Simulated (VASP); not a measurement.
# ScSiS3 (Pm-3m) in VASP: further runs, part 2 of 2

VASP 6.6.1. The steps go on from the part before.

**5. Single point, PBE**

This run uses another cell than the first one, of 18.49 Å³/atom.

Input file INCAR:

```
SYSTEM = ScSiS3
PREC = Accurate ; ENCUT = 520
EDIFF = 1E-7 ; ISMEAR = 0
SIGMA = 0.1 ; LREAL = .FALSE.
LASPH = .TRUE. ; NELM = 60
ALGO = Normal ; ISIF = 2
LWAVE = .FALSE. ; LCHARG = .TRUE.
GGA = PE ; LELF = .TRUE.
LVHAR = .TRUE. ; NBANDS = 24
```

Input file KPOINTS:

```
Automatic mesh
0
G
  8 8 8
  0 0 0
```

Input file POSCAR:

```
ScSiS3
1.0
    4.5218873583      0.0000000000      0.0000000000
    0.0000000000      4.5218873583      0.0000000000
    0.0000000000      0.0000000000      4.5218873583
Sc Si S
1 1 3
Direct
    0.0000000000      0.0000000000      0.0000000000
    0.5000000000      0.5000000000      0.5000000000
    0.0000000000      0.5000000000      0.5000000000
    0.5000000000      0.0000000000      0.5000000000
    0.5000000000      0.5000000000      0.0000000000
```

Potentials or basis: VASP PAW PBE potentials, release 64 (Sc_sv, Si, S).

Started as:

```bash
$ cat potpaw_PBE.64/Sc_sv/POTCAR potpaw_PBE.64/Si/POTCAR potpaw_PBE.64/S/POTCAR > POTCAR
$ mpirun -np 1 vasp_std > vasp.out
```

OUTCAR:

```text
SYSTEM = ScSiS3
   PREC = Accurate
   ENCUT = 520
   EDIFF = 1E-7
   ISMEAR = 0
   LREAL = .FALSE.
   LASPH = .TRUE.
   NELM = 60
   ISIF = 2
   GGA = PE

 ion  position               nearest neighbor table
   1  0.000  0.000  0.000-
   2  0.500  0.500  0.500-   3 2.26   4 2.26   5 2.26   5 2.26   4 2.26   3 2.26
   3  0.000  0.500  0.500-   2 2.26   2 2.26
   4  0.500  0.000  0.500-   2 2.26   2 2.26
   5  0.500  0.500  0.000-   2 2.26   2 2.26

  LATTYP: Found a simple cubic cell.
 ALAT       =     4.5218873583

  Lattice vectors:

 A1 = (   4.5218873583,   0.0000000000,   0.0000000000)
 A2 = (   0.0000000000,   4.5218873583,   0.0000000000)
 A3 = (   0.0000000000,   0.0000000000,   4.5218873583)

Analysis of symmetry for initial positions (statically):
=====================================================================
 Subroutine PRICEL returns:
 Original cell was already a primitive cell.

 Routine SETGRP: Setting up the symmetry group for a
 simple cubic supercell.

 Subroutine GETGRP returns: Found 48 space group operations
[... 173 lines left out ...]

 val. band max:        6.4685056203   @ k =   0.3750   0.2500   0.2500
 cond. band min:       6.5035610701   @ k =   0.0000   0.0000   0.0000
 fundamental gap:      0.0350554498
 Fermi energy:         6.4727724043

 k-point     1 :       0.0000    0.0000    0.0000
  band No.  band energies     occupation
      1     -45.1973      2.00000
      2     -23.7270      2.00000
      3     -23.7270      2.00000
      4     -23.7270      2.00000
      5      -9.4016      2.00000
      6      -5.7071      2.00000
[... 637 lines left out ...]
     23       9.0706      0.00000
     24       9.7818      0.00000

 [... further k-points ...]

------------------------ aborting loop because EDIFF is reached ----------------------------------------

  FORCE on cell =-STRESS in cart. coord.  units (eV):
  Direction    XX          YY          ZZ          XY          YZ          ZX
  --------------------------------------------------------------------------------------
  -------------------------------------------------------------------------------------
  Total       -0.0574028     -0.0574028     -0.0574028      0.0000000      0.0000000     -0.0000000
  in kB       -0.9946826     -0.9946826     -0.9946826      0.0000000      0.0000000     -0.0000000
  external PRESSURE =      -0.9946826 kB  Pullay stress =       0.0000000 kB

 VOLUME and BASIS-vectors are now :
 -----------------------------------------------------------------------------
  energy-cutoff  :      520.00
  volume of cell :       92.46
      direct lattice vectors                 reciprocal lattice vectors
     4.521887358  0.000000000  0.000000000     0.221146597  0.000000000  0.000000000
     0.000000000  4.521887358  0.000000000     0.000000000  0.221146597  0.000000000
     0.000000000  0.000000000  4.521887358     0.000000000  0.000000000  0.221146597

 POSITION                                       TOTAL-FORCE (eV/Angst)
 -----------------------------------------------------------------------------------
      0.00000      0.00000      0.00000         0.000000      0.000000      0.000000
      2.26094      2.26094      2.26094         0.000000      0.000000      0.000000
      0.00000      2.26094      2.26094         0.000000      0.000000      0.000000
      2.26094      0.00000      2.26094         0.000000      0.000000      0.000000
      2.26094      2.26094      0.00000         0.000000      0.000000      0.000000
 -----------------------------------------------------------------------------------
    total drift:                               -0.000000      0.000000      0.000000

  FREE ENERGIE OF THE ION-ELECTRON SYSTEM (eV)
  ---------------------------------------------------
  free  energy   TOTEN  =       -26.4356910233 eV

  energy  without entropy=      -26.4285133555  energy(sigma->0) =      -26.43210219
```

OSZICAR:

```text
N       E                     dE             d eps       ncg     rms          rms(c)
DAV:   1     0.272789064243E+03    0.27279E+03   -0.13607E+04  1680   0.127E+03
DAV:   2     0.390584408913E+01   -0.26888E+03   -0.25578E+03  1736   0.354E+02
DAV:   3    -0.296079312456E+02   -0.33514E+02   -0.31724E+02  2552   0.104E+02
DAV:   4    -0.309895734607E+02   -0.13816E+01   -0.13713E+01  2368   0.227E+01
[... 10 lines left out ...]
DAV:  15    -0.264357191375E+02    0.74769E-04   -0.88922E-05  2352   0.887E-02    0.322E-02
DAV:  16    -0.264356940059E+02    0.25132E-04   -0.30848E-05  2392   0.512E-02    0.100E-02
DAV:  17    -0.264356912482E+02    0.27577E-05   -0.43356E-06  2376   0.170E-02    0.197E-03
DAV:  18    -0.264356910512E+02    0.19698E-06   -0.14202E-07  1472   0.336E-03    0.566E-04
DAV:  19    -0.264356910233E+02    0.27932E-07   -0.55296E-08  1096   0.197E-03
   1 F= -.26435691E+02 E0= -.26432102E+02  d E =-.717767E-02
```

It took 2.3 min on 1 thread of Intel Xeon 8259CL, shared host; peak memory 0.25 GiB.

What came out:

| Item | Value |
| --- | --- |
| Free energy | -26.4357 eV |
| Pressure | -0.1 GPa |
| Band gap on the k mesh | zero (an odd number of electrons rules out a gap without spin polarisation) |

**6. The runs side by side**

```csv
task,cell,k mesh,cutoff (eV),gap on the mesh (eV),pressure (GPa)
single point,"a = 4.516 Å, 5 atoms",4 × 4 × 4,520,none,0.1
single point,"a = 4.623 Å, 5 atoms",4 × 4 × 4,520,none,-5.1
relaxation of cell and atoms,"relaxed from a = 4.623 Å, 5 atoms",4 × 4 × 4,600,-,0.0
single point,"a = 4.522 Å, 5 atoms",8 × 8 × 8,520,none,-0.1
```

Alike in all rows: level PBE; potentials or basis VASP PAW PBE potentials, release 64 (Sc_sv, Si, S); no spin polarisation; smearing gaussian 0.1 eV.

Caveats: the cell stands under tension (at least some runs); the highest band is partly filled, so the run has too few bands (at least some runs).

Absolute energies hang on the potentials; compare differences alone.

The gap in the log of VASP goes by the Fermi energy; the results here count the filled bands.